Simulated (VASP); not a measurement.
# MgO (I4mm) in VASP: a series of runs, part 2 of 2

VASP 6.6.1.

## Step 6: Single point, r2SCAN

The input, POSCAR:

```
MgO
1.0
    0.0000000000      2.1351500000      2.1351500000
    2.1351500000      0.0000000000      2.1351500000
    2.1351500000      2.1351500000      0.0000000000
Mg O
1 1
Direct
    0.0000000000      0.0000000000      0.0000000000
    0.4795096363      0.4795096363      0.5204903637
```

The input, INCAR.step1:

```
  PREC = Accurate
  ENCUT = 660
  ISMEAR = 0
  SIGMA = 0.05
  LREAL = False
  LASPH = True
  NELM = 120
  NBANDS = 15
  GGA = PE
  ALGO = Normal
  EDIFF = 1E-5
  LWAVE = True
  LCHARG = False
  GGA_COMPAT = False
```

The input, INCAR.step2:

```
  PREC = Accurate
  ENCUT = 660
  EDIFF = 1E-6
  ISMEAR = 0
  SIGMA = 0.05
  LREAL = False
  LASPH = True
  NELM = 120
  ALGO = Normal
  ISIF = 2
  LWAVE = False
  LCHARG = False
  METAGGA = R2SCAN
  LMIXTAU = True
  NBANDS = 15
  ISTART = 1
  GGA_COMPAT = False
```

The input, KPOINTS:

```
Automatic mesh
0
Gamma
  10 10 10
```

Potentials or basis: VASP PAW PBE potentials, release 64 (Mg_sv, O).

Launch:

```sh
$ cat potpaw_PBE.64/Mg_sv/POTCAR potpaw_PBE.64/O/POTCAR > POTCAR
$ cp INCAR.step1 INCAR
$ mpirun -np 1 vasp_std > vasp.out
$ cp INCAR.step2 INCAR
$ mpirun -np 1 vasp_std > vasp.out
```

OUTCAR:

```text
PREC = Accurate
   ENCUT = 660
   EDIFF = 1E-6
   ISMEAR = 0
   LREAL = False
   LASPH = True
   NELM = 120
   ISIF = 2
   METAGGA = R2SCAN
   ISTART = 1

 ion  position               nearest neighbor table
   1  0.000  0.000  0.000-   2 2.05
   2  0.480  0.480  0.520-   1 2.05

  LATTYP: Found a face centered cubic cell.
 ALAT       =     4.2703000000

  Lattice vectors:

 A1 = (   0.0000000000,   2.1351500000,   2.1351500000)
 A2 = (   2.1351500000,   0.0000000000,   2.1351500000)
 A3 = (   2.1351500000,   2.1351500000,   0.0000000000)

Analysis of symmetry for initial positions (statically):
=====================================================================
 Subroutine PRICEL returns:
 Original cell was already a primitive cell.

 Routine SETGRP: Setting up the symmetry group for a
 face centered cubic supercell.

 Subroutine GETGRP returns: Found  8 space group operations
 (whereof  8 operations were pure point group operations)
 out of a pool of 48 trial point group operations.

The static configuration has the point symmetry C_4v.

Analysis of symmetry for dynamics (positions and initial velocities):
=====================================================================
 Subroutine PRICEL returns:
 Original cell was already a primitive cell.

 Routine SETGRP: Setting up the symmetry group for a
 face centered cubic supercell.

 Subroutine GETGRP returns: Found  8 space group operations
 (whereof  8 operations were pure point group operations)
 out of a pool of 48 trial point group operations.

The dynamic configuration has the point symmetry C_4v.

 Subroutine INISYM returns: Found  8 space group operations
 (whereof  8 operations are pure point group operations),
 and found     1 'primitive' translations

----------------------------------------------------------------------------------------

                                     Primitive cell

  volume of cell :      19.4677
[... 112 lines left out ...]
  Thomas-Fermi vector in A             =   2.640536
   LORBIT       =      0    0 simple, 1 ext, 2 COOP (PROOUT), +10 PAW based schemes
   METAGGA = R2SCAN    functional components
   LHFCALC =     F    Hartree Fock is set to
   AEXX    =    0.0000 exact exchange contribution
   IVDW    =     0    specifies the selected vdW correction
   LEPSILON=     F    determine dielectric tensor
   LRPA    =     F    only Hartree local field effects (RPA)
 non-spin polarized calculation
 Gauss-broadening in eV      SIGMA  =   0.05
  energy-cutoff  :      660.00
  volume of cell :       19.47
 maximum number of plane-waves:       763
 NGX is ok and might be reduce to    28
   NGX = 13   NGY = 13   NGZ = 13

 number of electron      15.9999998 magnetization

 Free energy of the ion-electron system (eV)
  ---------------------------------------------------
  ext. energy  EPLUGINS =         0.00000000
  ---------------------------------------------------
  free energy    TOTEN  =       -16.14035912 eV

  energy without entropy =      -16.14035912  energy(sigma->0) =      -16.14035912

 E-fermi :   2.6450     XC(G=0): -11.8099

 val. band max:        2.2209814682   @ k =   0.0000   0.0000   0.0000
 cond. band min:       7.4708485447   @ k =   0.0000   0.0000   0.0000
 fundamental gap:      5.2498670765
 Fermi energy:         2.6449640028

 k-point     1 :       0.0000    0.0000    0.0000
  band No.  band energies     occupation
      1     -72.8916      2.00000
      2     -37.9878      2.00000
      3     -37.9878      2.00000
      4     -37.9874      2.00000
      5     -15.7607      2.00000
      6       2.2101      2.00000
      7       2.2210      2.00000
      8       2.2210      2.00000
      9       7.4708      0.00000
     10      18.8563      0.00000
     11      18.8699      0.00000
     12      18.8699      0.00000
     13      22.8117      0.00000
     14      24.6228      0.00000
[... 401 lines left out ...]
      2     -38.0038      2.00000
      3     -37.9925      2.00000
      4     -37.9883      2.00000
      5     -15.5079      2.00000
      6       0.9169      2.00000
      7       1.9037      2.00000
      8       2.1059      2.00000
      9       8.8785      0.00000
     10      16.5365      0.00000
     11      19.2358      0.00000
     12      19.5389      0.00000
     13      22.5432      0.00000
     14      24.0000      0.00000
     15      25.9656      0.00000

 [... further k-points ...]
[... 5 lines left out ...]
  --------------------------------------------------------------------------------------
  -------------------------------------------------------------------------------------
  Total       -0.8925333     -0.8925333     -0.6042987      0.0000000     -0.0000000      0.0000000
  in kB      -73.4547455    -73.4547455    -49.7332788      0.0000000     -0.0000000      0.0000000
  external PRESSURE =     -65.5475899 kB  Pullay stress =       0.0000000 kB

 VOLUME and BASIS-vectors are now :
 -----------------------------------------------------------------------------
  energy-cutoff  :      660.00
  volume of cell :       19.47
      direct lattice vectors                 reciprocal lattice vectors
     0.000000000  2.135150000  2.135150000    -0.234175585  0.234175585  0.234175585
     2.135150000  0.000000000  2.135150000     0.234175585 -0.234175585  0.234175585
     2.135150000  2.135150000  0.000000000     0.234175585  0.234175585 -0.234175585

 POSITION                                       TOTAL-FORCE (eV/Angst)
 -----------------------------------------------------------------------------------
      0.00000      0.00000      0.00000         0.000000      0.000000     -0.425089
      2.13515      2.13515      2.04765         0.000000      0.000000      0.425089
 -----------------------------------------------------------------------------------
    total drift:                               -0.000000     -0.000000      0.005710

  FREE ENERGIE OF THE ION-ELECTRON SYSTEM (eV)
  ---------------------------------------------------
  free  energy   TOTEN  =       -16.1403591154 eV

  energy  without entropy=      -16.1403591154  energy(sigma->0) =      -16.14035912
```

OUTCAR.step1:

```text
PREC = Accurate
   ENCUT = 660
   ISMEAR = 0
   LREAL = False
   LASPH = True
[... 654 lines left out ...]
      0.00000      0.00000      0.00000         0.000000      0.000000     -0.425630
      2.13515      2.13515      2.04765         0.000000      0.000000      0.425630
 -----------------------------------------------------------------------------------
    total drift:                                0.000002      0.000002     -0.000178

  FREE ENERGIE OF THE ION-ELECTRON SYSTEM (eV)
  ---------------------------------------------------
  free  energy   TOTEN  =       -11.8777579983 eV

  energy  without entropy=      -11.8777579983  energy(sigma->0) =      -11.87775800
```

OSZICAR.step1:

```text
N       E                     dE             d eps       ncg     rms          rms(c)
DAV:   1     0.141687842926E+03    0.14169E+03   -0.11693E+04  3060   0.148E+03
DAV:   2    -0.843908089439E+01   -0.15013E+03   -0.14296E+03  3683   0.391E+02
DAV:   3    -0.134073680364E+02   -0.49683E+01   -0.49460E+01  3904   0.709E+01
DAV:   4    -0.134783610246E+02   -0.70993E-01   -0.70985E-01  3571   0.823E+00
DAV:   5    -0.134797274196E+02   -0.13664E-02   -0.13664E-02  3929   0.928E-01    0.859E+00
DAV:   6    -0.119002489443E+02    0.15795E+01   -0.26822E+00  3340   0.148E+01    0.286E+00
DAV:   7    -0.118880984530E+02    0.12150E-01   -0.13766E-01  3557   0.331E+00    0.174E+00
DAV:   8    -0.118788776167E+02    0.92208E-02   -0.40182E-02  3760   0.223E+00    0.353E-01
DAV:   9    -0.118775579255E+02    0.13197E-02   -0.38696E-03  3571   0.584E-01    0.962E-02
DAV:  10    -0.118777677701E+02   -0.20984E-03   -0.31261E-04  3690   0.181E-01    0.447E-02
DAV:  11    -0.118777579983E+02    0.97719E-05   -0.30063E-05  3921   0.555E-02
   1 F= -.11877758E+02 E0= -.11877758E+02  d E =-.175957E-30
```

Wall time 1.7 min (1 thread of Intel Xeon 6975P-C (Granite Rapids), shared host); peak memory 0.18 GiB.

What came out:

```
Free energy            : -16.1404 eV
Pressure               : -6.6 GPa
Largest force          : 0.425 eV/Å
Band gap on the k mesh : 5.25 eV, direct
```

Forces in eV/Å, atoms in the order of the input:
```
Mg   0.000  0.000 -0.425
O    0.000  0.000  0.425
```

Stress tensor (GPa, compression positive):
```
-7.35  0.00  0.00
 0.00 -7.35  0.00
 0.00  0.00 -4.97
```

Caveat: the cell differs from its parent crystal (all O atoms moved +0.087 Å, as atom 2 towards its neighbour atom 1 (Mg) at 2.135 Å); the PAW data sets were made with another functional, which shifts forces and pressure a little.
